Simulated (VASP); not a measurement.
# AgCl (P4/mmm) in VASP: a series of runs, part 2 of 2

VASP 6.6.1. The steps go on from the part before.

## (4) Single point, r2SCAN (biaxial xy strain +1.9%)

The input, POSCAR:

```
AgCl
1.0
    3.4584064207      0.0000000000      0.0000000000
    0.0000000000      3.4584064207      0.0000000000
    0.0000000000      0.0000000000      3.3955880419
Ag Cl
1 1
Direct
    0.0000000000      0.0000000000      0.0000000000
    0.5000000000      0.5000000000      0.5000000000
```

The input, INCAR.step1:

```
SYSTEM = AgCl
ALGO     = Normal         ! electronic algorithm
EDIFF    = 1E-4           ! SCF threshold, eV
ENCUT    = 520            ! plane-wave cutoff, eV
GGA      = PE             ! functional
ISMEAR   = 0              ! smearing method
LASPH    = .TRUE.         ! aspherical terms in the spheres
LCHARG   = .FALSE.        ! write CHGCAR
LREAL    = .FALSE.        ! projectors in reciprocal space
LWAVE    = .TRUE.         ! write WAVECAR
NBANDS   = 16             ! bands
NELM     = 100            ! most SCF steps
PREC     = Accurate       ! precision mode
SIGMA    = 0.01           ! smearing width, eV
```

The input, INCAR.step2:

```
SYSTEM = AgCl
ALGO     = Normal         ! electronic algorithm
EDIFF    = 1E-6           ! SCF threshold, eV
ENCUT    = 520            ! plane-wave cutoff, eV
ISIF     = 2              ! what is computed and relaxed
ISMEAR   = 0              ! smearing method
ISTART   = 1            
LASPH    = .TRUE.         ! aspherical terms in the spheres
LCHARG   = .TRUE.         ! write CHGCAR
LELF     = .TRUE.         ! ELF
LMIXTAU  = .TRUE.       
LREAL    = .FALSE.        ! projectors in reciprocal space
LVHAR    = .TRUE.       
LWAVE    = .FALSE.        ! write WAVECAR
METAGGA  = R2SCAN         ! meta-GGA
NBANDS   = 16             ! bands
NELM     = 100            ! most SCF steps
PREC     = Accurate       ! precision mode
SIGMA    = 0.01           ! smearing width, eV
```

The input, KPOINTS:

```
k-points
0
G
  8 8 8
  0 0 0
```

Potentials or basis: VASP PAW PBE potentials, release 64 (Ag, Cl).

Launch:

```sh
> cat potpaw_PBE.64/Ag/POTCAR potpaw_PBE.64/Cl/POTCAR > POTCAR
> cp INCAR.step1 INCAR
> mpirun -np 1 vasp_std > vasp.out
> cp INCAR.step2 INCAR
> mpirun -np 1 vasp_std > vasp.out
```

OUTCAR:

```text
SYSTEM = AgCl
   EDIFF = 1E-6
   ENCUT = 520
   ISIF = 2
   ISMEAR = 0
   ISTART = 1
   LASPH = .TRUE.
   LREAL = .FALSE.
   METAGGA = R2SCAN
   NELM = 100
   PREC = Accurate

 ion  position               nearest neighbor table
   1  0.000  0.000  0.000-   2 2.98   2 2.98   2 2.98   2 2.98   2 2.98   2 2.98   2 2.98   2 2.98

   2  0.500  0.500  0.500-   1 2.98   1 2.98   1 2.98   1 2.98   1 2.98   1 2.98   1 2.98   1 2.98

  LATTYP: Found a simple tetragonal cell.
 ALAT       =     3.4584064207
 C/A-ratio  =     0.9818360334

  Lattice vectors:

 A1 = (   3.4584064207,   0.0000000000,   0.0000000000)
 A2 = (   0.0000000000,   3.4584064207,   0.0000000000)
 A3 = (   0.0000000000,   0.0000000000,   3.3955880419)

Analysis of symmetry for initial positions (statically):
=====================================================================
 Subroutine PRICEL returns:
 Original cell was already a primitive cell.

 Routine SETGRP: Setting up the symmetry group for a
 simple tetragonal supercell.

 Subroutine GETGRP returns: Found 16 space group operations
 (whereof 16 operations were pure point group operations)
[... 164 lines left out ...]

 E-fermi :   3.6641     XC(G=0): -10.8549

 val. band max:        3.5684039194   @ k =   0.5000   0.0000   0.0000
 cond. band min:       4.7062276613   @ k =   0.0000   0.0000   0.0000
 fundamental gap:      1.1378237419
 Fermi energy:         3.6640615127

 k-point     1 :       0.0000    0.0000    0.0000
  band No.  band energies     occupation
      1     -11.6145      2.00000
      2       0.8465      2.00000
      3       0.8820      2.00000
      4       1.7696      2.00000
      5       1.7882      2.00000
      6       1.7882      2.00000
[... 433 lines left out ...]
      3       0.4370      2.00000
      4       0.9512      2.00000
      5       1.1091      2.00000
      6       1.7226      2.00000
[... 8 lines left out ...]
     15      19.0112      0.00000
     16      21.2918      0.00000

 [... further k-points ...]

------------------------ aborting loop because EDIFF is reached ----------------------------------------

  FORCE on cell =-STRESS in cart. coord.  units (eV):
  Direction    XX          YY          ZZ          XY          YZ          ZX
  --------------------------------------------------------------------------------------
  -------------------------------------------------------------------------------------
  Total       -0.5978418     -0.5978418     -0.3379431      0.0000000     -0.0000000     -0.0000000
  in kB      -23.5846685    -23.5846685    -13.3317476      0.0000000     -0.0000000     -0.0000000
  external PRESSURE =     -20.1670282 kB  Pullay stress =       0.0000000 kB

 VOLUME and BASIS-vectors are now :
 -----------------------------------------------------------------------------
  energy-cutoff  :      520.00
  volume of cell :       40.61
      direct lattice vectors                 reciprocal lattice vectors
     3.458406421  0.000000000  0.000000000     0.289150516  0.000000000  0.000000000
     0.000000000  3.458406421  0.000000000     0.000000000  0.289150516  0.000000000
     0.000000000  0.000000000  3.395588042     0.000000000  0.000000000  0.294499800

 POSITION                                       TOTAL-FORCE (eV/Angst)
 -----------------------------------------------------------------------------------
      0.00000      0.00000      0.00000         0.000000      0.000000      0.000000
      1.72920      1.72920      1.69779         0.000000      0.000000      0.000000
 -----------------------------------------------------------------------------------
    total drift:                               -0.000000      0.000000      0.000000

  FREE ENERGIE OF THE ION-ELECTRON SYSTEM (eV)
  ---------------------------------------------------
  free  energy   TOTEN  =       -28.3894718210 eV

  energy  without entropy=      -28.3894718210  energy(sigma->0) =      -28.38947182
```

OUTCAR.step1:

```text
SYSTEM = AgCl
   EDIFF = 1E-4
   ENCUT = 520
   GGA = PE
   ISMEAR = 0
   LASPH = .TRUE.
   LREAL = .FALSE.
[... 679 lines left out ...]
      0.00000      0.00000      0.00000         0.000000      0.000000      0.000000
      1.72920      1.72920      1.69779         0.000000      0.000000      0.000000
 -----------------------------------------------------------------------------------
    total drift:                               -0.000000      0.000000      0.000000

  FREE ENERGIE OF THE ION-ELECTRON SYSTEM (eV)
  ---------------------------------------------------
  free  energy   TOTEN  =        -5.1204964016 eV

  energy  without entropy=       -5.1204964016  energy(sigma->0) =       -5.12049640
```

OSZICAR.step1:

```text
N       E                     dE             d eps       ncg     rms          rms(c)
DAV:   1     0.100513286505E+03    0.10051E+03   -0.86494E+03  2416   0.102E+03
DAV:   2    -0.176258430977E+01   -0.10228E+03   -0.93573E+02  3008   0.222E+02
DAV:   3    -0.539971687652E+01   -0.36371E+01   -0.36283E+01  2928   0.443E+01
DAV:   4    -0.542365111895E+01   -0.23934E-01   -0.23933E-01  3072   0.393E+00
DAV:   5    -0.542394396611E+01   -0.29285E-03   -0.29285E-03  2952   0.427E-01    0.535E+00
DAV:   6    -0.513343087645E+01    0.29051E+00   -0.35794E-01  2888   0.851E+00    0.360E+00
DAV:   7    -0.512423121375E+01    0.91997E-02   -0.13953E-01  2648   0.249E+00    0.203E+00
DAV:   8    -0.512077963474E+01    0.34516E-02   -0.75288E-03  2768   0.871E-01    0.400E-01
DAV:   9    -0.512046203523E+01    0.31760E-03   -0.73097E-04  3144   0.409E-01    0.578E-02
DAV:  10    -0.512049640161E+01   -0.34366E-04   -0.13056E-04  1600   0.120E-01
   1 F= -.51204964E+01 E0= -.51204964E+01  d E =-.150146E-79
```

Wall time 68 s (1 thread of Intel Xeon 6975P-C (Granite Rapids), shared host); peak memory 0.2 GiB.

What came out:

```yaml
Free_energy: -28.3895 eV
Pressure: -2.0 GPa
Band_gap_on_the_k_mesh: 1.14 eV, indirect (least direct gap 2.59 eV)
```

Levels at points of the mesh, in eV from the valence-band top:
```tsv
k point	band 7	band 8	band 9	band 10	band 11	band 12
(0.00, 0.00, 0.00)	-1.63	-1.63	-1.45	1.14	9.92	10.06
(0.50, 0.00, 0.00)	-1.46	-0.03	0.00	5.62	6.03	10.04
(0.50, 0.50, 0.00)	-2.04	-1.52	-0.87	3.17	9.73	9.73
(0.00, 0.00, 0.50)	-1.39	-0.04	-0.04	5.51	6.11	10.01
(0.50, 0.00, 0.50)	-2.06	-1.49	-0.99	3.34	9.53	9.73
(0.50, 0.50, 0.50)	-0.22	-0.18	-0.18	5.33	5.38	5.38
```

Caveat: the cell differs from its parent crystal (biaxial xy strain +1.9%); the PAW data sets were made with another functional, which shifts forces and pressure a little.

## (5) Overview

| level | cell | k mesh | grid for exact exchange (PRECFOCK) | screening parameter | gap on the mesh (eV) | pressure (GPa) |
| --- | --- | --- | --- | --- | --- | --- |
| r2SCAN | a = 3.396, b = 3.396, c = 3.197 Å, 2 atoms | 8 × 8 × 8 | - | - | 1.10 | 4.0 |
| HSE06 | a = 3.458, b = 3.458, c = 3.396 Å, 2 atoms | 6 × 6 × 6 | Normal | 0.2079 1/Å | 1.95 | -0.7 |
| r2SCAN | a = 3.458, b = 3.458, c = 3.396 Å, 2 atoms | 8 × 8 × 8 | - | - | 1.14 | -2.0 |

Alike in all rows: task single point; potentials or basis VASP PAW PBE potentials, release 64 (Ag, Cl); no spin polarisation; cutoff (eV) 520; smearing gaussian 0.01 eV.

Caveats: the PAW data sets were made with another functional, which shifts forces and pressure a little.

Absolute energies hang on the potentials; compare differences alone.
